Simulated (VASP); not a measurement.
# HfF5 (Pmmm) in VASP: a series of runs

HfF5 is run at these levels: PBE; tasks: single point, relaxation of cell and atoms.

All numbers are computed with VASP 6.6.1; they aren't measurements. Logs are shortened: lines on timing, memory, paths and dates and some standing lists are left out, and cuts for length are marked.

## 1. The cell of the first run

It takes space group Pmmm (No. 47, orthorhombic). The conventional cell has a = 3.773 Å, b = 4.057 Å, c = 5.043 Å, α = 90.00°, β = 90.00°, γ = 90.00°. Hf (site symmetry mmm) has 8 F at 1.89 to 2.59 Å within 2.6 Å. F (site symmetry mm2) has 1 F at 1.11 Å within 1.5 Å. Within 2.5 Å of F (site symmetry mmm) lie 2 Hf at 1.89 Å. F (site symmetry mm2) has 3 F at 1.84 to 2.06 Å within 2.4 Å.

The cell was generated, and may not be a known phase.

## 2. Single point, PBE

Contents of INCAR:

```
PREC     = Accurate       # precision mode
ENCUT    = 520            # plane-wave cutoff, eV
EDIFF    = 1E-6           # SCF threshold, eV
ISMEAR   = 0              # smearing method
SIGMA    = 0.1            # smearing width, eV
LREAL    = False          # projectors in reciprocal space
LASPH    = True           # aspherical terms in the spheres
NELM     = 60             # most SCF steps
ALGO     = Normal         # electronic algorithm
ISIF     = 2              # what is computed and relaxed
LWAVE    = False          # write WAVECAR
LCHARG   = False          # write CHGCAR
GGA      = PE             # functional
NBANDS   = 32             # bands
```

Contents of KPOINTS:

```
regular mesh
0
Gamma
  4 4 4
```

Contents of POSCAR:

```
HfF5
1.0
    3.7725858800      0.0000000000      0.0000000000
    0.0000000000      4.0567594200      0.0000000000
    0.0000000000      0.0000000000      5.0425377200
Hf F
1 5
Direct
    0.0000000000      0.5000000000      0.5000000000
    0.0000000000      0.5000000000      0.1097007900
    0.0000000000      0.5000000000      0.8902992100
    0.5000000000      0.5000000000      0.5000000000
    0.0000000000      0.0000000000      0.1821982400
    0.0000000000      0.0000000000      0.8178017600
```

Potentials or basis: VASP PAW PBE potentials, release 64 (Hf_pv, F).

Run with:

```sh
> cat potpaw_PBE.64/Hf_pv/POTCAR potpaw_PBE.64/F/POTCAR > POTCAR
> mpirun -np 1 vasp_std > vasp.out
```

OUTCAR:

```text
PREC = Accurate
   ENCUT = 520
   EDIFF = 1E-6
   ISMEAR = 0
   LREAL = False
   LASPH = True
   NELM = 60
   ISIF = 2
   GGA = PE

 ion  position               nearest neighbor table
   1  0.000  0.500  0.500-   4 1.89   4 1.89   2 1.97   3 1.97   6 2.59   5 2.59   6 2.59   5 2.59

   2  0.000  0.500  0.110-   3 1.11   1 1.97
   3  0.000  0.500  0.890-   2 1.11   1 1.97
   4  0.500  0.500  0.500-   1 1.89   1 1.89
   5  0.000  0.000  0.182-   6 1.84   1 2.59   1 2.59
   6  0.000  0.000  0.818-   5 1.84   1 2.59   1 2.59

  LATTYP: Found a simple orthorhombic cell.
 ALAT       =     3.7725858800
 B/A-ratio  =     1.0753259300
 C/A-ratio  =     1.3366263567

  Lattice vectors:

 A1 = (   3.7725858800,   0.0000000000,   0.0000000000)
 A2 = (   0.0000000000,   4.0567594200,   0.0000000000)
 A3 = (   0.0000000000,   0.0000000000,   5.0425377200)

Analysis of symmetry for initial positions (statically):
=====================================================================
 Subroutine PRICEL returns:
 Original cell was already a primitive cell.

 Routine SETGRP: Setting up the symmetry group for a
 simple orthorhombic supercell.

 Subroutine GETGRP returns: Found  8 space group operations
 (whereof  8 operations were pure point group operations)
 out of a pool of  8 trial point group operations.

The static configuration has the point symmetry D_2h.

Analysis of symmetry for dynamics (positions and initial velocities):
=====================================================================
 Subroutine PRICEL returns:
 Original cell was already a primitive cell.

 Routine SETGRP: Setting up the symmetry group for a
 simple orthorhombic supercell.

 Subroutine GETGRP returns: Found  8 space group operations
 (whereof  8 operations were pure point group operations)
 out of a pool of  8 trial point group operations.

The dynamic configuration has the point symmetry D_2h.

 Subroutine INISYM returns: Found  8 space group operations
 (whereof  8 operations are pure point group operations),
 and found     1 'primitive' translations

----------------------------------------------------------------------------------------

                                     Primitive cell

[... 90 lines left out ...]
   ISTART =      0    job   : 0-new  1-cont  2-samecut
   ICHARG =      2    charge: 1-file 2-atom 10-const
   ISPIN  =      1    spin polarized calculation?
   LNONCOLLINEAR =      F non collinear calculations
   LSORBIT =      F    spin-orbit coupling
   LASPH  =      T    aspherical Exc in radial PAW
   ENCUT  =  520.0 eV  38.22 Ry    6.18 a.u.   7.01  7.54  9.38*2*pi/ulx,y,z
   NELM   =     60;   NELMIN=  2; NELMDL= -5     # of ELM steps
   EDIFF  = 0.1E-05   stopping-criterion for ELM
   LREAL  =      F    real-space projection
   EDIFFG = 0.1E-04   stopping-criterion for IOM
   NSW    =      0    number of steps for IOM
   IBRION =     -1    ionic relax: 0-MD 1-quasi-New 2-CG
   NFREE  =      0    steps in history (QN), initial steepest desc. (CG)
   ISIF   =      2    stress and relaxation
   ISYM   =      2    0-nonsym 1-usesym 2-fastsym
   POTIM  = 0.5000    time-step for ionic-motion
   TEBEG  =    0.0;   TEEND  =   0.0 temperature during run
   PSTRESS=    0.0 pullay stress
   NELECT =      45.0000    total number of electrons
   NUPDOWN=      -1.0000    fix difference up-down
   EMIN   =  10.00;   EMAX   =-10.00  energy-range for DOS
   EFERMI =   0.00;   METHOD = LEGACY
   ISMEAR =     0;   SIGMA  =   0.10  broadening in eV -4-tet -1-fermi 0-gaus
   EFERMI_NEDOS =   21; number of points for ismear=-14 and -15
   IALGO  =     38    algorithm
   IMIX   =      4    mixing-type and parameters
     AMIX     =   0.40;   BMIX     =  1.00
     AMIX_MAG =   1.60;   BMIX_MAG =  1.00
  volume/ion in A,a.u.               =      12.86        86.80
  Fermi-wavevector in a.u.,A,eV,Ry     =   1.367697  2.584572 25.450983  1.870594
  Thomas-Fermi vector in A             =   2.493726
   LORBIT       =      0    0 simple, 1 ext, 2 COOP (PROOUT), +10 PAW based schemes
   GGA     = PE    functional components
   LHFCALC =     F    Hartree Fock is set to
   AEXX    =    0.0000 exact exchange contribution
   IVDW    =     0    specifies the selected vdW correction
   LEPSILON=     F    determine dielectric tensor
   LRPA    =     F    only Hartree local field effects (RPA)
 non-spin polarized calculation
 Gauss-broadening in eV      SIGMA  =   0.10
  energy-cutoff  :      520.00
  volume of cell :       77.17
 maximum number of plane-waves:      2106
   NGX = 15   NGY = 15   NGZ = 19

 number of electron      44.9999946 magnetization

 Free energy of the ion-electron system (eV)
  ---------------------------------------------------
  ext. energy  EPLUGINS =         0.00000000
  ---------------------------------------------------
  free energy    TOTEN  =       -19.22013596 eV

  energy without entropy =      -19.20551032  energy(sigma->0) =      -19.21282314

 E-fermi :   4.3726     XC(G=0):  -9.3632

 val. band max:        4.3718642506   @ k =   0.0000   0.2500   0.5000
 cond. band min:       4.3877172903   @ k =   0.0000   0.0000   0.0000
 fundamental gap:      0.0158530397
 Fermi energy:         4.3725938540

 k-point     1 :       0.0000    0.0000    0.0000
  band No.  band energies     occupation
      1     -35.2794      2.00000
      2     -30.2316      2.00000
      3     -29.9976      2.00000
      4     -29.2495      2.00000
      5     -25.2463      2.00000
      6     -20.3832      2.00000
[... 829 lines left out ...]
     31      12.5859      0.00000
     32      14.1641      0.00000

 [... further k-points ...]
[... 5 lines left out ...]
  --------------------------------------------------------------------------------------
  -------------------------------------------------------------------------------------
  Total       16.4315300      8.0085112     60.7463097      0.0000000      0.0000000      0.0000000
  in kB      341.1308859    166.2626985   1261.1389480      0.0000000      0.0000000      0.0000000
  external PRESSURE =     589.5108441 kB  Pullay stress =       0.0000000 kB

 VOLUME and BASIS-vectors are now :
 -----------------------------------------------------------------------------
  energy-cutoff  :      520.00
  volume of cell :       77.17
      direct lattice vectors                 reciprocal lattice vectors
     3.772585880  0.000000000  0.000000000     0.265070175  0.000000000  0.000000000
     0.000000000  4.056759420  0.000000000     0.000000000  0.246502170  0.000000000
     0.000000000  0.000000000  5.042537720     0.000000000  0.000000000  0.198312845

 POSITION                                       TOTAL-FORCE (eV/Angst)
 -----------------------------------------------------------------------------------
      0.00000      2.02838      2.52127         0.000000      0.000000      0.000000
      0.00000      2.02838      0.55317         0.000000      0.000000     36.012828
      0.00000      2.02838      4.48937         0.000000      0.000000    -36.012828
      1.88629      2.02838      2.52127         0.000000      0.000000      0.000000
      0.00000      0.00000      0.91874         0.000000      0.000000      8.127296
      0.00000      0.00000      4.12380        -0.000000      0.000000     -8.127296
 -----------------------------------------------------------------------------------
    total drift:                               -0.000000      0.000000      0.000000

  FREE ENERGIE OF THE ION-ELECTRON SYSTEM (eV)
  ---------------------------------------------------
  free  energy   TOTEN  =       -19.2201359603 eV

  energy  without entropy=      -19.2055103167  energy(sigma->0) =      -19.21282314
```

OSZICAR:

```text
N       E                     dE             d eps       ncg     rms          rms(c)
DAV:   1     0.316111519814E+03    0.31611E+03   -0.26377E+04  1744   0.137E+03
DAV:   2    -0.884147029546E+01   -0.32495E+03   -0.31179E+03  2128   0.360E+02
DAV:   3    -0.255868664061E+02   -0.16745E+02   -0.16596E+02  2096   0.781E+01
DAV:   4    -0.257541656549E+02   -0.16730E+00   -0.16714E+00  1960   0.842E+00
DAV:   5    -0.257564696112E+02   -0.23040E-02   -0.23035E-02  2168   0.876E-01    0.541E+01
DAV:   6    -0.197260067016E+02    0.60305E+01   -0.23993E+01  1976   0.326E+01    0.383E+01
DAV:   7    -0.193517495377E+02    0.37426E+00   -0.30900E+00  1872   0.120E+01    0.214E+01
DAV:   8    -0.192771814322E+02    0.74568E-01   -0.94720E-01  2088   0.577E+00    0.288E+00
DAV:   9    -0.192214317559E+02    0.55750E-01   -0.18455E-01  2064   0.275E+00    0.639E-01
DAV:  10    -0.192199454932E+02    0.14863E-02   -0.77506E-03  1992   0.577E-01    0.224E-01
DAV:  11    -0.192199832251E+02   -0.37732E-04   -0.14498E-03  2048   0.253E-01    0.115E-01
DAV:  12    -0.192201098375E+02   -0.12661E-03   -0.14004E-04  1928   0.760E-02    0.443E-02
DAV:  13    -0.192201330819E+02   -0.23244E-04   -0.19939E-05  1976   0.280E-02    0.101E-02
DAV:  14    -0.192201356515E+02   -0.25696E-05   -0.28633E-06  1760   0.115E-02    0.513E-03
DAV:  15    -0.192201359603E+02   -0.30874E-06   -0.50705E-07  1432   0.455E-03
   1 F= -.19220136E+02 E0= -.19212823E+02  d E =-.146256E-01
```

It took 1.9 min on 1 thread of Intel Xeon 8259CL, shared host; peak memory 0.2 GiB.

Results:

```yaml
Free_energy: -19.2201 eV
Pressure: 59.0 GPa
Largest_force: 36.013 eV/Å
Band_gap_on_the_k_mesh: zero (an odd number of electrons rules out a gap without spin polarisation)
```

Forces in eV/Å, atoms in the order of the input:
```
Hf    0.000   0.000   0.000
F     0.000   0.000  36.013
F     0.000   0.000 -36.013
F     0.000   0.000   0.000
F     0.000   0.000   8.127
F     0.000   0.000  -8.127
```

Levels at points of the mesh, in eV from the Fermi level:
```tsv
k point	band 19	band 20	band 21	band 22	band 23	band 24	band 25	band 26	band 27	band 28
(0.00, 0.00, 0.00)	-5.00	-4.20	-3.08	-2.65	-0.46	0.02	0.73	1.84	2.53	3.72
(0.50, 0.00, 0.00)	-4.99	-4.39	-3.07	-2.63	0.46	1.90	1.97	2.41	3.35	3.72
(0.00, 0.50, 0.00)	-5.72	-4.79	-4.35	-3.07	-0.13	0.65	1.59	1.95	3.36	3.60
(0.50, 0.50, 0.00)	-5.98	-4.78	-4.60	-3.03	1.50	1.86	2.12	2.35	3.70	4.66
(0.00, 0.00, 0.50)	-5.29	-4.60	-4.29	-3.05	-0.61	-0.05	0.03	1.17	1.26	3.15
(0.50, 0.00, 0.50)	-5.25	-4.59	-4.37	-3.05	-0.52	1.38	1.77	1.90	1.94	4.07
(0.00, 0.50, 0.50)	-5.53	-5.23	-4.62	-3.45	-0.50	-0.16	-0.03	0.94	1.93	4.45
(0.50, 0.50, 0.50)	-5.85	-5.17	-4.72	-3.41	-0.41	1.22	1.59	1.67	2.34	6.61
```

Caveat: the k points lie up to 0.42 Å⁻¹ apart, too coarse for converged energies and pressures of a metal; the standard files for N, O and F lose accuracy on very short bonds; spin-orbit coupling is left out, which moves the levels of the heavy elements; an odd number of electrons without spin polarisation forces a metal; a magnetic or distorted state may lie lower.

[end of part 1 of 3]

The gap in the log of VASP goes by the Fermi energy; the results here count the filled bands.